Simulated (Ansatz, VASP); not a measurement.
## Two plane-wave programs on TaS2

INCAR

```
SYSTEM = TaS2
ALGO = Normal ; EDIFF = 1E-6
ENCUT = 500 ; GGA = PE
GGA_COMPAT = .False. ; ISIF = 2
ISMEAR = 0 ; LASPH = .True.
LCHARG = .False. ; LREAL = .False.
LWAVE = .False. ; NBANDS = 18
NELM = 120 ; PREC = Accurate
SIGMA = 0.1
```

KPOINTS

```
k-points
0
Gamma
  6 6 4
  0 0 0
```

File POSCAR:

```
TaS2
1.0
    3.3828573416      0.0000000000      0.0000000000
   -1.6914286708      2.9296403952      0.0000000000
    0.0000000000      0.0000000000      6.1679785700
Ta S
1 2
Direct
    0.0000000000      0.0000000000      0.0000000000
    0.6666666667      0.3333333333      0.7542821200
    0.3333333333      0.6666666667      0.2457178800
```

Input for Ansatz:

```yaml
crystal:
  lattice:
    - [3.3828573416, 0.0, 0.0]
    - [-1.6914286708, 2.9296403952, 0.0]
    - [0.0, 0.0, 6.16797857]
  atoms:
    - { symbol: Ta, position: [0.0, 0.0, 0.0] }
    - { symbol: S, position: [0.6666666667, 0.3333333333, 0.75428212] }
    - { symbol: S, position: [0.3333333333, 0.6666666667, 0.24571788] }
basis:
  ecutwfc: 420
kpoints:
  mp_grid: { grid: [6, 6, 4] }
hamiltonian:
  xc: pbe
scf:
  occupations: { method: gaussian, width: 0.1 }
  n_extra_bands: 1
output:
  forces: true
  stress: true
  eigenvalues: true
```

Alike in both runs: task single point; functional PBE; k mesh 6 × 6 × 4; occupations gaussian, width 0.1 eV; no spin polarisation.

|  | VASP | Ansatz |
| --- | --- | --- |
| version | VASP 6.6.1 | Ansatz 0.2.0 |
| potentials or method | VASP PAW PBE potentials, release 64 (Ta_pv, S), cutoff 500 eV | scalar-relativistic, plane waves, PAW |
| valence electrons in the cell | 23 | 25 |

|  | VASP | Ansatz | Ansatz less VASP |
| --- | --- | --- | --- |
| gap on the k mesh at the Fermi level (eV) | none | none | - |
| pressure (GPa) | 1.4 | 1.4 | +0.03 |
| traceless stress, the component that is largest in VASP (GPa) | 0.44 | 0.39 | -0.049 |
| rms of the force components (eV/Å) | 0.069 | 0.066 | -0.0036 |

Atom by atom the forces differ by 0.004 eV/Å (rms over components). A gap of «none» marks a metal or a gap that the smearing closes. The functional is the same, so the differences come from potentials, cutoffs and numerics. VASP's potentials hold 23 valence electrons a cell and Ansatz's 25, so a difference there can come from the potentials and not from the codes.

Spin-orbit coupling is off throughout.
